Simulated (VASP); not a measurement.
A run of VASP 6.6.1 is set up as follows.

File POSCAR:

```
MgO
1.0
    0.0000000000      2.1072020000      2.1072020000
    2.1072020000      0.0000000000      2.1072020000
    2.1072020000      2.1072020000      0.0000000000
Mg O
1 1
Direct
    0.0000000000      0.0000000000      0.0000000000
    0.5000000000      0.5000000000      0.5000000000
```

The input INCAR.step1:

```
ALGO = Normal
EDIFF = 1E-4
ENCUT = 520
GGA = PE
ISMEAR = -1
LASPH = True
LCHARG = False
LREAL = False
LWAVE = True
NBANDS = 11
NELM = 100
PREC = Accurate
SIGMA = 0.05
```

INCAR.step2

```
ALGO = Normal
EDIFF = 1E-7
ENCUT = 520
ISIF = 2
ISMEAR = -1
ISTART = 1
LASPH = True
LCHARG = True
LELF = True
LMIXTAU = True
LREAL = False
LVHAR = True
LWAVE = False
METAGGA = R2SCAN
NBANDS = 11
NELM = 100
PREC = Accurate
SIGMA = 0.05
```

The input KPOINTS:

```
k-points
0
Gamma
  10 10 10
```

Potentials or basis: VASP PAW PBE potentials, release 64 (Mg, O).

Launch:

```sh
$ cat potpaw_PBE.64/Mg/POTCAR potpaw_PBE.64/O/POTCAR > POTCAR
$ cp INCAR.step1 INCAR
$ mpirun -np 1 vasp_std > vasp.out
$ cp INCAR.step2 INCAR
$ mpirun -np 1 vasp_std > vasp.out
```

Predict the pressure.

-2.3 GPa.

Estimate the band gap on the k mesh.

5.59 eV, direct.

Caveat: the PAW data sets were made with another functional, which shifts forces and pressure a little. r2SCAN opens gaps a little over a GGA but as a rule still falls short of measured ones.
